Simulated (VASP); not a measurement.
Set up this calculation in VASP 6.6.1, as the native input.

| Quantity | Value |
| --- | --- |
| Task | density of states |
| Functional | PBE |
| Dispersion | D3(BJ) |
| Potentials or basis | VASP PAW PBE potentials, release 64 (Sn_d, S) |
| Cutoff | 400 eV |
| k mesh | 9 × 9 × 6 |
| Occupations | gaussian, width 0.02 eV |
| Spin | no spin polarisation |
| Dipole correction | no |
| k mesh for the DOS | 14 × 14 × 9 |
| Occupations for the DOS | tetrahedron |
| Further INCAR settings | ALGO = Normal; EDIFF = 1e-06 |

SnS2 (Berndtite-2T):

```
Sn S
1.0
     3.66863    0.00000    0.00000
    -1.83431    3.17712    0.00000
     0.00000    0.00000    5.80963
Sn S
1 2
Direct
  0.00000 0.00000 0.00000
  0.33333 0.66667 0.25447
  0.66667 0.33333 0.74553
```

One way to write it, as run:

POSCAR

```
SnS2
1.0
    3.6686266267      0.0000000000      0.0000000000
   -1.8343133133      3.1771238557      0.0000000000
    0.0000000000      0.0000000000      5.8096313574
Sn S
1 2
Direct
    0.0000000000      0.0000000000      0.0000000000
    0.3333333333      0.6666666667      0.2544694042
    0.6666666667      0.3333333333      0.7455305958
```

INCAR.step1

```
SYSTEM = SnS2
ALGO = Normal ; EDIFF = 1E-6
ENCUT = 400 ; GGA = PE
GGA_COMPAT = .False. ; ISIF = 2
ISMEAR = 0 ; IVDW = 12
LASPH = .True. ; LCHARG = .True.
LORBIT = 11 ; LREAL = .False.
LWAVE = .False. ; NBANDS = 20
NEDOS = 2001 ; NELM = 120
PREC = Accurate ; SIGMA = 0.02
```

KPOINTS.step1

```
k-points
0
Gamma
  9 9 6
  0 0 0
```

INCAR.step2

```
SYSTEM = SnS2
ALGO = Normal ; EDIFF = 1E-6
ENCUT = 400 ; GGA = PE
GGA_COMPAT = .False. ; ICHARG = 11
ISIF = 2 ; ISMEAR = -5
IVDW = 12 ; LASPH = .True.
LCHARG = .False. ; LORBIT = 10
LREAL = .False. ; LWAVE = .False.
NEDOS = 1001 ; NELM = 120
PREC = Accurate ; SIGMA = 0.02
```

KPOINTS.step2

```
k-points
0
Gamma
  14 14 9
  0 0 0
```

Potentials or basis: VASP PAW PBE potentials, release 64 (Sn_d, S).

Launch:

```bash
$ cat potpaw_PBE.64/Sn_d/POTCAR potpaw_PBE.64/S/POTCAR > POTCAR
$ cp INCAR.step1 INCAR
$ cp KPOINTS.step1 KPOINTS
$ mpirun -np 1 vasp_std > vasp.out
$ cp INCAR.step2 INCAR
$ cp KPOINTS.step2 KPOINTS
$ mpirun -np 1 vasp_std > vasp.out
```

Results of the run:

```json
{"Valence electrons inside the program's atomic spheres": "Sn 12.19; S 3.70", "Dispersion energy per atom": "-0.328 eV"}
```

Caveat: spin-orbit coupling is left out, which moves the levels of the heavy elements.

It took 2.6 min on 1 thread of AMD EPYC 7R13, with other jobs on the host, peak memory 0.23 GiB.
